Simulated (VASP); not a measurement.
# GaN (P6_3mc) in VASP: a series of runs

Runs on GaN. Level: r2SCAN. Tasks: single point.

Program: VASP 6.6.1. These are calculated values, not measurements. Logs are shortened: lines on timing, memory, paths and dates and some standing lists are left out, and cuts for length are marked.

**1. The cell of the first run**

Symmetry: P6_3mc, No. 186, hexagonal system. Conventional cell: a = 3.148 Å, b = 3.148 Å, c = 5.127 Å, α = 90.00°, β = 90.00°, γ = 120.00°. Ga (site symmetry 3m) has 4 N at 1.92 to 1.93 Å within 2.6 Å. N (site symmetry 3m) has 4 Ga at 1.92 to 1.93 Å within 2.6 Å.

**2. Single point, r2SCAN**

POSCAR

```
GaN
1.0
    3.1481828059      0.0000000000      0.0000000000
   -1.5740914029      2.7264062857      0.0000000000
    0.0000000000      0.0000000000      5.1267502375
Ga N
2 2
Direct
    0.3333333333      0.6666666667     -0.0008415286
    0.6666666667      0.3333333333      0.4991584714
    0.3333333333      0.6666666667      0.3758415286
    0.6666666667      0.3333333333      0.8758415286
```

INCAR.step1

```
SYSTEM = GaN
PREC = Accurate
ENCUT = 520
ISMEAR = 0
SIGMA = 0.01
LREAL = .FALSE.
LASPH = .TRUE.
NELM = 80
NBANDS = 26
GGA = PE
ALGO = Normal
EDIFF = 1E-4
LWAVE = .TRUE.
LCHARG = .FALSE.
```

INCAR.step2

```
SYSTEM = GaN
PREC = Accurate
ENCUT = 520
EDIFF = 1E-6
ISMEAR = 0
SIGMA = 0.01
LREAL = .FALSE.
LASPH = .TRUE.
NELM = 80
ALGO = Normal
ISIF = 2
LWAVE = .FALSE.
LCHARG = .FALSE.
METAGGA = R2SCAN
LMIXTAU = .TRUE.
NBANDS = 26
ISTART = 1
```

KPOINTS

```
Automatic mesh
0
G
  8 8 4
  0 0 0
```

Potentials or basis: VASP PAW PBE potentials, release 64 (Ga_d, N).

Command:

```
> cat potpaw_PBE.64/Ga_d/POTCAR potpaw_PBE.64/N/POTCAR > POTCAR
> cp INCAR.step1 INCAR
> mpirun -np 1 vasp_std > vasp.out
> cp INCAR.step2 INCAR
> mpirun -np 1 vasp_std > vasp.out
```

OUTCAR:

```text
SYSTEM = GaN
   PREC = Accurate
   ENCUT = 520
   EDIFF = 1E-6
   ISMEAR = 0
   LREAL = .FALSE.
   LASPH = .TRUE.
   NELM = 80
   ISIF = 2
   METAGGA = R2SCAN
   ISTART = 1

 ion  position               nearest neighbor table
   1  0.333  0.667  0.999-   4 1.92   4 1.92   4 1.92   3 1.93
   2  0.667  0.333  0.499-   3 1.92   3 1.92   3 1.92   4 1.93
   3  0.333  0.667  0.376-   2 1.92   2 1.92   2 1.92   1 1.93
   4  0.667  0.333  0.876-   1 1.92   1 1.92   1 1.92   2 1.93

  LATTYP: Found a hexagonal cell.
 ALAT       =     3.1481828059
 C/A-ratio  =     1.6284792064

  Lattice vectors:

 A1 = (   3.1481828059,   0.0000000000,   0.0000000000)
 A2 = (  -1.5740914029,   2.7264062857,   0.0000000000)
 A3 = (   0.0000000000,   0.0000000000,   5.1267502375)

Analysis of symmetry for initial positions (statically):
=====================================================================
 Subroutine PRICEL returns:
 Original cell was already a primitive cell.

 Routine SETGRP: Setting up the symmetry group for a
 hexagonal supercell.

 Subroutine GETGRP returns: Found 12 space group operations
 (whereof  6 operations were pure point group operations)
 out of a pool of 24 trial point group operations.

The static configuration has the point symmetry C_3v.
 The point group associated with its full space group is C_6v.

Analysis of symmetry for dynamics (positions and initial velocities):
=====================================================================
 Subroutine PRICEL returns:
 Original cell was already a primitive cell.

 Routine SETGRP: Setting up the symmetry group for a
 hexagonal supercell.

 Subroutine GETGRP returns: Found 12 space group operations
 (whereof  6 operations were pure point group operations)
 out of a pool of 24 trial point group operations.

The dynamic configuration has the point symmetry C_3v.
 The point group associated with its full space group is C_6v.

 Subroutine INISYM returns: Found 12 space group operations
 (whereof  6 operations are pure point group operations),
 and found     1 'primitive' translations

----------------------------------------------------------------------------------------

                                     Primitive cell

  volume of cell :      44.0041

  direct lattice vectors                    reciprocal lattice vectors
     3.148182806  0.000000000  0.000000000     0.317643562  0.183391596  0.000000000
    -1.574091403  2.726406286  0.000000000     0.000000000  0.366783192  0.000000000
     0.000000000  0.000000000  5.126750237     0.000000000  0.000000000  0.195055338

  length of vectors
     3.148182806  3.148182806  5.126750237     0.366783192  0.366783192  0.195055338

  position of ions in fractional coordinates (direct lattice)
     0.333333333  0.666666667  0.999158471
     0.666666667  0.333333333  0.499158471
     0.333333333  0.666666667  0.375841529
     0.666666667  0.333333333  0.875841529

  ion indices of the primitive-cell ions
   primitive index   ion index
                 1           1
                 2           2
                 3           3
                 4           4

----------------------------------------------------------------------------------------

 KPOINTS: Automatic mesh

Automatic generation of k-mesh.
 Grid dimensions read from file:
 generate k-points for:    8    8    4

 Generating k-lattice:

  Cartesian coordinates                     Fractional coordinates (reciprocal lattice)
     0.039705445  0.022923949  0.000000000     0.125000000  0.000000000  0.000000000
     0.000000000  0.045847899  0.000000000     0.000000000  0.125000000  0.000000000
     0.000000000  0.000000000  0.048763834     0.000000000  0.000000000  0.250000000

  Length of vectors
     0.045847899  0.045847899  0.048763834

  Shift w.r.t. Gamma in fractional coordinates (k-lattice)
     0.000000000  0.000000000  0.000000000

 Subroutine IBZKPT returns following result:
 ===========================================

 Found     30 irreducible k-points:

 Following reciprocal coordinates:
            Coordinates               Weight
  0.000000  0.000000  0.000000      1.000000
  0.125000  0.000000  0.000000      6.000000
  0.250000  0.000000  0.000000      6.000000
  0.375000  0.000000  0.000000      6.000000
  0.500000  0.000000  0.000000      3.000000
  0.125000  0.125000  0.000000      6.000000
[... 16 lines left out ...]
  0.250000  0.000000  0.500000      6.000000
  0.375000  0.000000  0.500000      6.000000
 [... further k-points ...]
   k-points           NKPTS =     30   k-points in BZ     NKDIM =     30   number of bands    NBANDS=     26
   number of dos      NEDOS =    301   number of ions     NIONS =      4
   total plane-waves  NPLWV =  23040
   dimension x,y,z NGX =    24 NGY =   24 NGZ =   40
   dimension x,y,z NGXF=    48 NGYF=   48 NGZF=   80
   ions per type =               2   2
   NGX,Y,Z   is equivalent  to a cutoff of  12.67, 12.67, 12.97 a.u.
   NGXF,Y,Z  is equivalent  to a cutoff of  25.35, 25.35, 25.94 a.u.
 SYSTEM =  GaN
   PREC   = accura    normal or accurate (medium, high low for compatibility)
   ISTART =      1    job   : 0-new  1-cont  2-samecut
   ICHARG =      0    charge: 1-file 2-atom 10-const
   ISPIN  =      1    spin polarized calculation?
   LNONCOLLINEAR =      F non collinear calculations
   LSORBIT =      F    spin-orbit coupling
   LASPH  =      T    aspherical Exc in radial PAW
   ENCUT  =  520.0 eV  38.22 Ry    6.18 a.u.   5.85  5.85  9.53*2*pi/ulx,y,z
   NELM   =     80;   NELMIN=  2; NELMDL=  0     # of ELM steps
   EDIFF  = 0.1E-05   stopping-criterion for ELM
   LREAL  =      F    real-space projection
   EDIFFG = 0.1E-04   stopping-criterion for IOM
   NSW    =      0    number of steps for IOM
   IBRION =     -1    ionic relax: 0-MD 1-quasi-New 2-CG
   NFREE  =      0    steps in history (QN), initial steepest desc. (CG)
   ISIF   =      2    stress and relaxation
   ISYM   =      2    0-nonsym 1-usesym 2-fastsym
   POTIM  = 0.5000    time-step for ionic-motion
   TEBEG  =    0.0;   TEEND  =   0.0 temperature during run
   PSTRESS=    0.0 pullay stress
   NELECT =      36.0000    total number of electrons
   NUPDOWN=      -1.0000    fix difference up-down
   EMIN   =  10.00;   EMAX   =-10.00  energy-range for DOS
   EFERMI =   0.00;   METHOD = LEGACY
   ISMEAR =     0;   SIGMA  =   0.01  broadening in eV -4-tet -1-fermi 0-gaus
   EFERMI_NEDOS =   21; number of points for ismear=-14 and -15
   IALGO  =     38    algorithm
   IMIX   =      4    mixing-type and parameters
     AMIX     =   0.40;   BMIX     =  1.00
     AMIX_MAG =   1.60;   BMIX_MAG =  1.00
  volume/ion in A,a.u.               =      11.00        74.24
  Fermi-wavevector in a.u.,A,eV,Ry     =   1.531128  2.893412 31.896850  2.344352
  Thomas-Fermi vector in A             =   2.638515
   LORBIT       =      0    0 simple, 1 ext, 2 COOP (PROOUT), +10 PAW based schemes
   METAGGA = R2SCAN    functional components
   LHFCALC =     F    Hartree Fock is set to
   AEXX    =    0.0000 exact exchange contribution
   IVDW    =     0    specifies the selected vdW correction
   LEPSILON=     F    determine dielectric tensor
   LRPA    =     F    only Hartree local field effects (RPA)
 non-spin polarized calculation
 Gauss-broadening in eV      SIGMA  =   0.01
  energy-cutoff  :      520.00
  volume of cell :       44.00
 maximum number of plane-waves:      1200
 NGX is ok and might be reduce to    24
   NGX = 11   NGY = 11   NGZ = 19

 number of electron      36.0000035 magnetization

 Free energy of the ion-electron system (eV)
  ---------------------------------------------------
  ext. energy  EPLUGINS =         0.00000000
  ---------------------------------------------------
  free energy    TOTEN  =       -43.77724407 eV

  energy without entropy =      -43.77724407  energy(sigma->0) =      -43.77724407

 E-fermi :   5.5525     XC(G=0): -12.8605

 val. band max:        5.4700919738   @ k =   0.0000   0.0000   0.0000
 cond. band min:       8.0429185420   @ k =   0.0000   0.0000   0.0000
 fundamental gap:      2.5728265681
 Fermi energy:         5.5524740183

 k-point     1 :       0.0000    0.0000    0.0000
  band No.  band energies     occupation
      1     -11.6367      2.00000
      2     -10.5286      2.00000
      3      -8.3880      2.00000
      4      -8.3705      2.00000
      5      -8.3705      2.00000
      6      -8.2947      2.00000
[... 18 lines left out ...]
     25      18.2158      0.00000
     26      18.2158      0.00000

 k-point     2 :       0.1250    0.0000    0.0000
  band No.  band energies     occupation
      1     -11.4746      2.00000
      2     -10.4800      2.00000
      3      -8.3695      2.00000
      4      -8.3458      2.00000
      5      -8.3217      2.00000
      6      -8.2723      2.00000
[... 18 lines left out ...]
     25      17.7614      0.00000
     26      18.5712      0.00000

 k-point     3 :       0.2500    0.0000    0.0000
  band No.  band energies     occupation
      1     -11.0783      2.00000
      2     -10.3817      2.00000
      3      -8.3235      2.00000
      4      -8.3001      2.00000
      5      -8.2248      2.00000
      6      -8.1768      2.00000
[... 18 lines left out ...]
     25      17.8527      0.00000
     26      19.3185      0.00000

 k-point     4 :       0.3750    0.0000    0.0000
  band No.  band energies     occupation
      1     -10.6953      2.00000
      2     -10.3146      2.00000
      3      -8.3044      2.00000
      4      -8.2789      2.00000
      5      -8.1714      2.00000
      6      -8.1016      2.00000
[... 18 lines left out ...]
     25      18.3638      0.00000
     26      19.9410      0.00000
[... 496 lines left out ...]
      1     -10.8971      2.00000
      2     -10.8971      2.00000
      3      -8.3244      2.00000
      4      -8.3244      2.00000
      5      -8.3119      2.00000
      6      -8.3119      2.00000
[... 18 lines left out ...]
     25      17.2211      0.00000
     26      17.2211      0.00000

 k-point    23 :       0.2500    0.0000    0.5000
  band No.  band energies     occupation
      1     -10.6479      2.00000
      2     -10.6479      2.00000
      3      -8.2901      2.00000
      4      -8.2901      2.00000
      5      -8.2410      2.00000
      6      -8.2410      2.00000
[... 18 lines left out ...]
     25      18.1084      0.00000
     26      18.1084      0.00000

 k-point    24 :       0.3750    0.0000    0.5000
  band No.  band energies     occupation
      1     -10.4400      2.00000
      2     -10.4400      2.00000
      3      -8.2938      2.00000
      4      -8.2938      2.00000
      5      -8.1833      2.00000
      6      -8.1833      2.00000
[... 18 lines left out ...]
     25      18.6559      0.00000
     26      18.6559      0.00000

 [... further k-points ...]

------------------------ aborting loop because EDIFF is reached ----------------------------------------

  FORCE on cell =-STRESS in cart. coord.  units (eV):
  Direction    XX          YY          ZZ          XY          YZ          ZX
  --------------------------------------------------------------------------------------
  -------------------------------------------------------------------------------------
  Total        2.2652642      2.2652642      2.2111058      0.0000000      0.0000000      0.0000000
  in kB       82.4777411     82.4777411     80.5058475      0.0000000      0.0000000      0.0000000
  external PRESSURE =      81.8204432 kB  Pullay stress =       0.0000000 kB

 VOLUME and BASIS-vectors are now :
 -----------------------------------------------------------------------------
  energy-cutoff  :      520.00
  volume of cell :       44.00
      direct lattice vectors                 reciprocal lattice vectors
     3.148182806  0.000000000  0.000000000     0.317643562  0.183391596  0.000000000
    -1.574091403  2.726406286  0.000000000     0.000000000  0.366783192  0.000000000
     0.000000000  0.000000000  5.126750237     0.000000000  0.000000000  0.195055338

 POSITION                                       TOTAL-FORCE (eV/Angst)
 -----------------------------------------------------------------------------------
     -0.00000      1.81760      5.12244        -0.000000      0.000000      0.004538
      1.57409      0.90880      2.55906         0.000000     -0.000000      0.004538
     -0.00000      1.81760      1.92685         0.000000      0.000000     -0.004538
      1.57409      0.90880      4.49022         0.000000      0.000000     -0.004538
 -----------------------------------------------------------------------------------
    total drift:                                0.000002      0.000003      0.035578

  FREE ENERGIE OF THE ION-ELECTRON SYSTEM (eV)
  ---------------------------------------------------
  free  energy   TOTEN  =       -43.7772440658 eV

  energy  without entropy=      -43.7772440658  energy(sigma->0) =      -43.77724407
```

It took 45 s on 1 thread of Intel Xeon 6975P-C (Granite Rapids), shared host; peak memory 0.18 GiB.

Results:

```
Free energy            : -43.7772 eV
Pressure               : 8.2 GPa
Largest force          : 0.005 eV/Å
Band gap on the k mesh : 2.57 eV, direct
```

Forces in eV/Å, atoms in the order of the input:
```
Ga   0.000  0.000  0.005
Ga   0.000  0.000  0.005
N    0.000  0.000 -0.005
N    0.000  0.000 -0.005
```

Caveat: the PAW data sets were made with another functional, which shifts forces and pressure a little.

**3. Single point, r2SCAN**

This run uses another cell than the first one, of 11.15 Å³/atom, 1.014 times its volume.

POSCAR

```
GaN
1.0
    3.1623545186      0.0000000000      0.0000000000
   -1.5811772593      2.7386793489      0.0000000000
    0.0000000000      0.0000000000      5.1498438870
Ga N
2 2
Direct
    0.3333333333      0.6666666667     -0.0008663460
    0.6666666667      0.3333333333      0.4991336540
    0.3333333333      0.6666666667      0.3758663460
    0.6666666667      0.3333333333      0.8758663460
```

INCAR.step1

```
PREC = Accurate
ENCUT = 520
ISMEAR = 0
SIGMA = 0.01
LREAL = False
LASPH = True
NELM = 80
NBANDS = 26
GGA = PE
ALGO = Normal
EDIFF = 1E-4
LWAVE = True
LCHARG = False
```

INCAR.step2

```
PREC = Accurate
ENCUT = 520
EDIFF = 1E-6
ISMEAR = 0
SIGMA = 0.01
LREAL = False
LASPH = True
NELM = 80
ALGO = Normal
ISIF = 2
LWAVE = False
LCHARG = False
METAGGA = R2SCAN
LMIXTAU = True
NBANDS = 26
ISTART = 1
```

KPOINTS

```
Automatic mesh
0
Gamma
  8 8 4
```

Potentials or basis: VASP PAW PBE potentials, release 64 (Ga_d, N).

Command:

```
> cat potpaw_PBE.64/Ga_d/POTCAR potpaw_PBE.64/N/POTCAR > POTCAR
> cp INCAR.step1 INCAR
> mpirun -np 1 vasp_std > vasp.out
> cp INCAR.step2 INCAR
> mpirun -np 1 vasp_std > vasp.out
```

It took 43 s on 1 thread of Intel Xeon 6975P-C (Granite Rapids), shared host; peak memory 0.18 GiB.

The run converged. Its results:

```yaml
Free_energy: -43.8026 eV
Pressure: 5.2 GPa
Largest_force: 0.006 eV/Å
Band_gap_on_the_k_mesh: 2.48 eV, direct
```

Forces in eV/Å, atoms in the order of the input:
```
Ga   0.000  0.000  0.006
Ga   0.000  0.000  0.006
N    0.000  0.000 -0.006
N    0.000  0.000 -0.006
```

Stress tensor (GPa, compression positive):
```
5.23 0.00 0.00
0.00 5.23 0.00
0.00 0.00 5.03
```

Levels at points of the mesh, in eV from the valence-band top:
| k point | band 14 | band 15 | band 16 | band 17 | band 18 | band 19 | band 20 | band 21 | band 22 | band 23 |
| --- | --- | --- | --- | --- | --- | --- | --- | --- | --- | --- |
| (0.00, 0.00, 0.00) | -1.09 | -1.09 | -0.04 | 0.00 | 0.00 | 2.48 | 4.95 | 10.08 | 10.71 | 10.71 |
| (0.50, 0.00, 0.00) | -5.47 | -4.39 | -2.91 | -2.30 | -1.06 | 5.64 | 6.24 | 6.61 | 9.53 | 11.17 |
| (0.00, 0.00, 0.50) | -3.97 | -0.56 | -0.56 | -0.56 | -0.56 | 4.90 | 4.90 | 9.29 | 9.29 | 11.23 |
| (0.50, 0.00, 0.50) | -6.83 | -2.06 | -2.06 | -2.00 | -2.00 | 4.96 | 4.96 | 8.55 | 8.55 | 10.90 |

Caveat: the PAW data sets were made with another functional, which shifts forces and pressure a little. r2SCAN opens gaps a little over a GGA but as a rule still falls short of measured ones.

**4. Single point, r2SCAN**

This run uses another cell than the first one, of 11.31 Å³/atom, 1.028 times its volume.

POSCAR

```
GaN
1.0
    3.1777526297      0.0000000000      0.0000000000
   -1.5888763149      2.7520145043      0.0000000000
    0.0000000000      0.0000000000      5.1747918810
Ga N
2 2
Direct
    0.3333333333      0.6666666667     -0.0008866440
    0.6666666667      0.3333333333      0.4991133560
    0.3333333333      0.6666666667      0.3758866440
    0.6666666667      0.3333333333      0.8758866440
```

INCAR.step1

```
SYSTEM = GaN
PREC = Accurate ; ENCUT = 520
ISMEAR = 0 ; SIGMA = 0.01
LREAL = .FALSE. ; LASPH = .TRUE.
NELM = 60 ; NBANDS = 26
GGA = PE ; ALGO = Normal
EDIFF = 1E-4 ; LWAVE = .TRUE.
LCHARG = .FALSE.
```

INCAR.step2

```
SYSTEM = GaN
PREC = Accurate ; ENCUT = 520
EDIFF = 1E-6 ; ISMEAR = 0
SIGMA = 0.01 ; LREAL = .FALSE.
LASPH = .TRUE. ; NELM = 60
ALGO = Normal ; ISIF = 2
LWAVE = .FALSE. ; LCHARG = .FALSE.
METAGGA = R2SCAN ; LMIXTAU = .TRUE.
NBANDS = 26 ; ISTART = 1
```

KPOINTS

```
Automatic mesh
0
G
  8 8 4
  0 0 0
```

Command:

```
> cat potpaw_PBE.64/Ga_d/POTCAR potpaw_PBE.64/N/POTCAR > POTCAR
> cp INCAR.step1 INCAR
> mpirun -np 1 vasp_std > vasp.out
> cp INCAR.step2 INCAR
> mpirun -np 1 vasp_std > vasp.out
```

Wall time 43 s (1 thread of Intel Xeon 6975P-C (Granite Rapids), shared host); peak memory 0.18 GiB.

The run converged. Its results:

```yaml
Free_energy: -43.8180 eV
Pressure: 2.1 GPa
Largest_force: 0.006 eV/Å
Band_gap_on_the_k_mesh: 2.38 eV, direct
```

Forces on the atoms (eV/Å):
```
Ga   0.000  0.000  0.006
Ga   0.000  0.000  0.006
N    0.000  0.000 -0.006
N    0.000  0.000 -0.006
```

Stress tensor (GPa, compression positive):
```
2.15 0.00 0.00
0.00 2.15 0.00
0.00 0.00 1.99
```

Levels at points of the mesh, in eV from the valence-band top:
| k point | band 16 | band 17 | band 18 | band 19 | band 20 | band 21 |
| --- | --- | --- | --- | --- | --- | --- |
| (0.00, 0.00, 0.00) | -0.04 | 0.00 | 0.00 | 2.38 | 4.85 | 9.99 |
| (0.50, 0.00, 0.00) | -2.85 | -2.25 | -1.04 | 5.60 | 6.15 | 6.56 |
| (0.00, 0.00, 0.50) | -0.55 | -0.55 | -0.55 | 4.80 | 4.80 | 9.21 |
| (0.50, 0.00, 0.50) | -2.02 | -1.96 | -1.96 | 4.91 | 4.91 | 8.45 |

Caveat: the PAW data sets were made with another functional, which shifts forces and pressure a little.

(Part 1 of 2 ends here.)
